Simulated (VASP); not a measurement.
# KSi3I (Pm-3m) in VASP: further runs

Runs on KSi3I. Level: PBE. Tasks: single point, relaxation of cell and atoms.

All numbers are computed with VASP 6.6.1; they aren't measurements. Logs are shortened: lines on timing, memory, paths and dates and some standing lists are left out, and cuts for length are marked.

## Step 1: The cell of the first run

Symmetry: Pm-3m, No. 221, cubic system. Conventional cell: a = 5.261 Å, b = 5.261 Å, c = 5.261 Å, α = 90.00°, β = 90.00°, γ = 90.00°. Within 4.9 Å of K (site symmetry m-3m) lie 12 Si at 3.72 Å and 8 I at 4.56 Å. Si (site symmetry 4/mmm) has 2 I at 2.63 Å within 3.5 Å. Within 3.5 Å of I (site symmetry m-3m) lie 6 Si at 2.63 Å.

The cell was built from a structure type or drawn by symmetry, and may not be a known phase.

## Step 2: Single point, PBE

INCAR

```
SYSTEM = KSi3I
PREC = Accurate
ENCUT = 520
EDIFF = 1E-6
ISMEAR = 0
SIGMA = 0.1
LREAL = .FALSE.
LASPH = .TRUE.
NELM = 60
ALGO = Normal
ISIF = 2
LWAVE = .FALSE.
LCHARG = .TRUE.
GGA = PE
LELF = .TRUE.
LVHAR = .TRUE.
NBANDS = 22
```

KPOINTS

```
Automatic mesh
0
G
  4 4 4
  0 0 0
```

POSCAR

```
KSi3I
1.0
    5.2611634400      0.0000000000      0.0000000000
    0.0000000000      5.2611634400      0.0000000000
    0.0000000000      0.0000000000      5.2611634400
K Si I
1 3 1
Direct
    0.0000000000      0.0000000000      0.0000000000
    0.0000000000      0.5000000000      0.5000000000
    0.5000000000      0.0000000000      0.5000000000
    0.5000000000      0.5000000000      0.0000000000
    0.5000000000      0.5000000000      0.5000000000
```

Potentials or basis: VASP PAW PBE potentials, release 64 (K_sv, Si, I).

Launch:

```console
> cat potpaw_PBE.64/K_sv/POTCAR potpaw_PBE.64/Si/POTCAR potpaw_PBE.64/I/POTCAR > POTCAR
> mpirun -np 1 vasp_std > vasp.out
```

OUTCAR:

```text
SYSTEM = KSi3I
   PREC = Accurate
   ENCUT = 520
   EDIFF = 1E-6
   ISMEAR = 0
   LREAL = .FALSE.
   LASPH = .TRUE.
   NELM = 60
   ISIF = 2
   GGA = PE

 ion  position               nearest neighbor table
   1  0.000  0.000  0.000-
   2  0.000  0.500  0.500-   5 2.63   5 2.63
   3  0.500  0.000  0.500-   5 2.63   5 2.63
   4  0.500  0.500  0.000-   5 2.63   5 2.63
   5  0.500  0.500  0.500-   2 2.63   3 2.63   4 2.63   4 2.63   3 2.63   2 2.63

  LATTYP: Found a simple cubic cell.
 ALAT       =     5.2611634400

  Lattice vectors:

 A1 = (   5.2611634400,   0.0000000000,   0.0000000000)
 A2 = (   0.0000000000,   5.2611634400,   0.0000000000)
 A3 = (   0.0000000000,   0.0000000000,   5.2611634400)

Analysis of symmetry for initial positions (statically):
=====================================================================
 Subroutine PRICEL returns:
 Original cell was already a primitive cell.

 Routine SETGRP: Setting up the symmetry group for a
 simple cubic supercell.

 Subroutine GETGRP returns: Found 48 space group operations
 (whereof 48 operations were pure point group operations)
 out of a pool of 48 trial point group operations.

The static configuration has the point symmetry O_h .

Analysis of symmetry for dynamics (positions and initial velocities):
=====================================================================
 Subroutine PRICEL returns:
 Original cell was already a primitive cell.

 Routine SETGRP: Setting up the symmetry group for a
 simple cubic supercell.

 Subroutine GETGRP returns: Found 48 space group operations
 (whereof 48 operations were pure point group operations)
 out of a pool of 48 trial point group operations.

The dynamic configuration has the point symmetry O_h .

 Subroutine INISYM returns: Found 48 space group operations
 (whereof 48 operations are pure point group operations),
 and found     1 'primitive' translations

----------------------------------------------------------------------------------------

                                     Primitive cell

  volume of cell :     145.6282

  direct lattice vectors                    reciprocal lattice vectors
     5.261163440  0.000000000  0.000000000     0.190072027  0.000000000  0.000000000
     0.000000000  5.261163440  0.000000000     0.000000000  0.190072027  0.000000000
     0.000000000  0.000000000  5.261163440     0.000000000  0.000000000  0.190072027
[... 75 lines left out ...]
   EDIFF  = 0.1E-05   stopping-criterion for ELM
   LREAL  =      F    real-space projection
   EDIFFG = 0.1E-04   stopping-criterion for IOM
   NSW    =      0    number of steps for IOM
   IBRION =     -1    ionic relax: 0-MD 1-quasi-New 2-CG
   NFREE  =      0    steps in history (QN), initial steepest desc. (CG)
   ISIF   =      2    stress and relaxation
   ISYM   =      2    0-nonsym 1-usesym 2-fastsym
   POTIM  = 0.5000    time-step for ionic-motion
   TEBEG  =    0.0;   TEEND  =   0.0 temperature during run
   PSTRESS=    0.0 pullay stress
   NELECT =      28.0000    total number of electrons
   NUPDOWN=      -1.0000    fix difference up-down
   EMIN   =  10.00;   EMAX   =-10.00  energy-range for DOS
   EFERMI =   0.00;   METHOD = LEGACY
   ISMEAR =     0;   SIGMA  =   0.10  broadening in eV -4-tet -1-fermi 0-gaus
   EFERMI_NEDOS =   21; number of points for ismear=-14 and -15
   IALGO  =     38    algorithm
   IMIX   =      4    mixing-type and parameters
     AMIX     =   0.40;   BMIX     =  1.00
     AMIX_MAG =   1.60;   BMIX_MAG =  1.00
  volume/ion in A,a.u.               =      29.13       196.55
  Fermi-wavevector in a.u.,A,eV,Ry     =   0.944885  1.785574 12.147391  0.892808
  Thomas-Fermi vector in A             =   2.072733
   LORBIT       =      0    0 simple, 1 ext, 2 COOP (PROOUT), +10 PAW based schemes
   GGA     = PE    functional components
   LHFCALC =     F    Hartree Fock is set to
   AEXX    =    0.0000 exact exchange contribution
   IVDW    =     0    specifies the selected vdW correction
   LEPSILON=     F    determine dielectric tensor
   LRPA    =     F    only Hartree local field effects (RPA)
 non-spin polarized calculation
 Gauss-broadening in eV      SIGMA  =   0.10
  energy-cutoff  :      520.00
  volume of cell :      145.63
 maximum number of plane-waves:      3952
 NGX is ok and might be reduce to    40
   NGX = 19   NGY = 19   NGZ = 19

 number of electron      27.9999994 magnetization

 Free energy of the ion-electron system (eV)
  ---------------------------------------------------
  ext. energy  EPLUGINS =         0.00000000
  ---------------------------------------------------
  free energy    TOTEN  =       -12.07764386 eV

  energy without entropy =      -12.03493043  energy(sigma->0) =      -12.05628715

 E-fermi :   3.7406     XC(G=0):  -8.5409

 val. band max:        3.7124034510   @ k =   0.2500   0.0000   0.0000
 cond. band min:       3.7653346657   @ k =   0.2500   0.0000   0.0000
 fundamental gap:      0.0529312147
 Fermi energy:         3.7405500675

 k-point     1 :       0.0000    0.0000    0.0000
  band No.  band energies     occupation
      1     -26.3262      2.00000
      2     -12.0169      2.00000
      3      -9.8349      2.00000
      4      -9.8349      2.00000
      5      -9.8349      2.00000
      6      -3.0324      2.00000
[... 239 lines left out ...]
     21       6.5044      0.00000
     22       9.4339      0.00000

------------------------ aborting loop because EDIFF is reached ----------------------------------------

  FORCE on cell =-STRESS in cart. coord.  units (eV):
  Direction    XX          YY          ZZ          XY          YZ          ZX
  --------------------------------------------------------------------------------------
  -------------------------------------------------------------------------------------
  Total        4.9254118      4.9254118      4.9254118      0.0000000      0.0000000     -0.0000000
  in kB       54.1885773     54.1885773     54.1885773      0.0000000      0.0000000     -0.0000000
  external PRESSURE =      54.1885773 kB  Pullay stress =       0.0000000 kB

 VOLUME and BASIS-vectors are now :
 -----------------------------------------------------------------------------
  energy-cutoff  :      520.00
  volume of cell :      145.63
      direct lattice vectors                 reciprocal lattice vectors
     5.261163440  0.000000000  0.000000000     0.190072027  0.000000000  0.000000000
     0.000000000  5.261163440  0.000000000     0.000000000  0.190072027  0.000000000
     0.000000000  0.000000000  5.261163440     0.000000000  0.000000000  0.190072027

 POSITION                                       TOTAL-FORCE (eV/Angst)
 -----------------------------------------------------------------------------------
      0.00000      0.00000      0.00000         0.000000      0.000000      0.000000
      0.00000      2.63058      2.63058         0.000000      0.000000      0.000000
      2.63058      0.00000      2.63058         0.000000      0.000000      0.000000
      2.63058      2.63058      0.00000         0.000000      0.000000      0.000000
      2.63058      2.63058      2.63058         0.000000      0.000000      0.000000
 -----------------------------------------------------------------------------------
    total drift:                                0.000000     -0.000000     -0.000000

  FREE ENERGIE OF THE ION-ELECTRON SYSTEM (eV)
  ---------------------------------------------------
  free  energy   TOTEN  =       -12.0776438615 eV

  energy  without entropy=      -12.0349304307  energy(sigma->0) =      -12.05628715
```

OSZICAR:

```text
N       E                     dE             d eps       ncg     rms          rms(c)
DAV:   1     0.124894251308E+03    0.12489E+03   -0.11210E+04   440   0.107E+03
DAV:   2    -0.383581662239E+01   -0.12873E+03   -0.12443E+03   584   0.212E+02
DAV:   3    -0.118200115253E+02   -0.79842E+01   -0.78951E+01   578   0.446E+01
DAV:   4    -0.122558795916E+02   -0.43587E+00   -0.43496E+00   774   0.875E+00
DAV:   5    -0.122582369604E+02   -0.23574E-02   -0.23572E-02   558   0.770E-01    0.119E+01
DAV:   6    -0.121007557614E+02    0.15748E+00   -0.26685E-01   536   0.199E+00    0.694E+00
DAV:   7    -0.120816919966E+02    0.19064E-01   -0.25539E-01   518   0.189E+00    0.181E+00
DAV:   8    -0.120794575914E+02    0.22344E-02   -0.28366E-02   536   0.729E-01    0.139E+00
DAV:   9    -0.120785294574E+02    0.92813E-03   -0.20945E-03   538   0.189E-01    0.947E-01
DAV:  10    -0.120776304869E+02    0.89897E-03   -0.42147E-03   520   0.246E-01    0.490E-01
DAV:  11    -0.120776533666E+02   -0.22880E-04   -0.51386E-04   548   0.926E-02    0.374E-01
DAV:  12    -0.120776440011E+02    0.93654E-05   -0.14009E-05   564   0.178E-02    0.237E-01
DAV:  13    -0.120776430621E+02    0.93905E-06   -0.28139E-05   550   0.199E-02    0.121E-02
DAV:  14    -0.120776438615E+02   -0.79939E-06   -0.23143E-06   528   0.701E-03
   1 F= -.12077644E+02 E0= -.12056287E+02  d E =-.427134E-01
```

Wall time 16 s (1 thread of Intel Xeon 6975P-C (Granite Rapids), shared host); peak memory 0.25 GiB.

Results:

```
Free energy            : -12.0776 eV
Pressure               : 5.4 GPa
Band gap on the k mesh : zero (bands 14 and 15 overlap by 0.80 eV)
```

Caveat: the cell stands under pressure; spin-orbit coupling is left out, which moves the levels of the heavy elements.

## Step 3: Single point, PBE

This run uses another cell than the first one, of 33.83 Å³/atom.

INCAR

```
  ALGO = Normal
  EDIFF = 1E-7
  ENCUT = 520
  GGA = PE
  ISIF = 2
  ISMEAR = 0
  LASPH = T
  LCHARG = T
  LELF = T
  LREAL = F
  LVHAR = T
  LWAVE = F
  NBANDS = 22
  NELM = 60
  PREC = Accurate
  SIGMA = 0.1
```

KPOINTS

```
k-points
0
Gamma
  4 4 4
```

Edit POSCAR of step 2 so:

```diff
@@ -2,5 +2,5 @@
 1.0
-    5.2611634400      0.0000000000      0.0000000000
-    0.0000000000      5.2611634400      0.0000000000
-    0.0000000000      0.0000000000      5.2611634400
+    5.5303281899      0.0000000000      0.0000000000
+    0.0000000000      5.5303281899      0.0000000000
+    0.0000000000      0.0000000000      5.5303281899
 K Si I
```

Potentials or basis: VASP PAW PBE potentials, release 64 (K_sv, Si, I).

Launch:

```console
> cat potpaw_PBE.64/K_sv/POTCAR potpaw_PBE.64/Si/POTCAR potpaw_PBE.64/I/POTCAR > POTCAR
> mpirun -np 1 vasp_std > vasp.out
```

Run time: 23 s. Hardware: 1 thread of Intel Xeon 6975P-C (Granite Rapids), shared host; peak memory 0.27 GiB.

The run converged. Its results:

- Free energy: -12.4434 eV
- Pressure: 0.2 GPa
- Band gap on the k mesh: zero (bands 14 and 15 overlap by 0.52 eV)

Levels at points of the mesh, in eV from the Fermi level:
```tsv
k point	band 10	band 11	band 12	band 13	band 14	band 15	band 16	band 17	band 18	band 19
(0.00, 0.00, 0.00)	-6.20	-6.20	0.45	0.45	0.45	0.69	0.69	0.69	3.30	3.30
(0.50, 0.00, 0.00)	-6.12	-1.71	-0.46	-0.41	-0.41	-0.07	0.29	0.50	0.50	3.76
(0.50, 0.50, 0.00)	-2.20	-1.63	-1.63	-0.44	-0.44	-0.01	-0.01	0.06	0.65	2.09
(0.50, 0.50, 0.50)	-1.93	-1.93	-1.56	-1.56	-1.56	0.11	0.11	1.18	2.17	2.17
```

Caveat: spin-orbit coupling is left out, which moves the levels of the heavy elements.

## Step 4: Single point, PBE

This run uses another cell than the first one, of 33.02 Å³/atom.

INCAR

```
SYSTEM = KSi3I
PREC = Accurate ; ENCUT = 520
EDIFF = 1E-6 ; ISMEAR = 0
SIGMA = 0.1 ; LREAL = .False.
LASPH = .True. ; NELM = 80
ALGO = Normal ; ISIF = 2
LWAVE = .False. ; LCHARG = .True.
GGA = PE ; LELF = .True.
LVHAR = .True. ; NBANDS = 22
```

KPOINTS

```
regular mesh
0
Gamma
  8 8 8
  0 0 0
```

Edit POSCAR of step 3 so:

```diff
@@ -2,5 +2,5 @@
 1.0
-    5.5303281899      0.0000000000      0.0000000000
-    0.0000000000      5.5303281899      0.0000000000
-    0.0000000000      0.0000000000      5.5303281899
+    5.4860769974      0.0000000000      0.0000000000
+    0.0000000000      5.4860769974      0.0000000000
+    0.0000000000      0.0000000000      5.4860769974
 K Si I
```

Launch:

```console
> cat potpaw_PBE.64/K_sv/POTCAR potpaw_PBE.64/Si/POTCAR potpaw_PBE.64/I/POTCAR > POTCAR
> mpirun -np 1 vasp_std > vasp.out
```

It took 50 s on 1 thread of Intel Xeon 6975P-C (Granite Rapids), shared host; peak memory 0.33 GiB.

Results (log left out):

```yaml
Free_energy: -12.8157 eV
Pressure: 0.0 GPa
Band_gap_on_the_k_mesh: zero (bands 14 and 15 overlap by 0.56 eV)
```

Levels at points of the mesh, in eV from the Fermi level:
```csv
k point,band 11,band 12,band 13,band 14,band 15,band 16,band 17,band 18
"(0.00, 0.00, 0.00)",-6.31,0.44,0.44,0.44,0.68,0.68,0.68,3.22
"(0.50, 0.00, 0.00)",-1.70,-0.50,-0.47,-0.47,-0.11,0.28,0.48,0.48
"(0.50, 0.50, 0.00)",-1.61,-1.61,-0.50,-0.50,-0.04,-0.04,0.02,0.66
"(0.50, 0.50, 0.50)",-2.01,-1.55,-1.55,-1.55,0.07,0.07,1.24,2.22
```

Caveat: spin-orbit coupling is left out, which moves the levels of the heavy elements.

## Step 5: Relaxation of cell and atoms, PBE

INCAR

```
SYSTEM = KSi3I
PREC = Accurate
ENCUT = 600
EDIFF = 1E-6
ISMEAR = 0
SIGMA = 0.1
LREAL = .False.
LASPH = .True.
NELM = 100
ALGO = Normal
ISIF = 3
LWAVE = .False.
LCHARG = .False.
GGA = PE
IBRION = 2
NSW = 90
EDIFFG = -0.04
```

KPOINTS

```
regular mesh
0
Gamma
  4 4 4
  0 0 0
```

Edit POSCAR of step 4 so:

```diff
@@ -2,5 +2,5 @@
 1.0
-    5.4860769974      0.0000000000      0.0000000000
-    0.0000000000      5.4860769974      0.0000000000
-    0.0000000000      0.0000000000      5.4860769974
+    5.2611634400      0.0000000000      0.0000000000
+    0.0000000000      5.2611634400      0.0000000000
+    0.0000000000      0.0000000000      5.2611634400
 K Si I
```

Launch:

```console
> cat potpaw_PBE.64/K_sv/POTCAR potpaw_PBE.64/Si/POTCAR potpaw_PBE.64/I/POTCAR > POTCAR
> mpirun -np 1 vasp_std > vasp.out
```

Wall time 40 s (1 thread of Intel Xeon 6975P-C (Granite Rapids), shared host); peak memory 0.28 GiB.

Results (log left out):

```yaml
Free_energy: -12.4433 eV
Relaxed_volume: 34.17 Å³/atom
Relaxed_cell: a = 5.549 Å, b = 5.549 Å, c = 5.549 Å, α = 90.00°, β = 90.00°, γ = 90.00°
Space_group_after_relaxing_to_0.1_Å: Pm-3m (No. 221)
Energy_gained_by_relaxing: 73.0 meV/atom
Ionic_steps: 3
Pressure_after_relaxing: 0.0 GPa
Band_gap_on_the_k_mesh: zero (bands 14 and 15 overlap by 0.51 eV)
```

The path:
```tsv
step	energy change (eV)	largest force (eV/Å)	pressure (GPa)	volume (Å³)
1	0.0000	0.0000	5.43	145.63
2	-0.3611	0.0000	0.45	167.46
3	-0.3652	0.0000	-0.05	170.85
```

Final structure:
```yaml
crystal:
  lattice:
    - [5.54882, 0.00000, 0.00000]
    - [0.00000, 5.54882, 0.00000]
    - [0.00000, 0.00000, 5.54882]
  atoms:
    - { symbol: K, position: [0.00000, 0.00000, 0.00000] }
    - { symbol: Si, position: [0.00000, 0.50000, 0.50000] }
    - { symbol: Si, position: [0.50000, 0.00000, 0.50000] }
    - { symbol: Si, position: [0.50000, 0.50000, 0.00000] }
    - { symbol: I, position: [0.50000, 0.50000, 0.50000] }
```

Levels at points of the mesh, in eV from the Fermi level:
```csv
k point,band 11,band 12,band 13,band 14,band 15,band 16,band 17,band 18
"(0.00, 0.00, 0.00)",-6.16,0.44,0.44,0.44,0.68,0.68,0.68,3.31
"(0.50, 0.00, 0.00)",-1.75,-0.46,-0.41,-0.41,-0.07,0.28,0.49,0.49
"(0.50, 0.50, 0.00)",-1.66,-1.66,-0.43,-0.43,-0.02,-0.02,0.06,0.62
"(0.50, 0.50, 0.50)",-1.91,-1.60,-1.60,-1.60,0.10,0.10,1.13,2.14
```

Caveat: the volume moved by over 15 % at a fixed basis, so the end points are rough; spin-orbit coupling is left out, which moves the levels of the heavy elements.

(Part 1 of 2 ends here.)
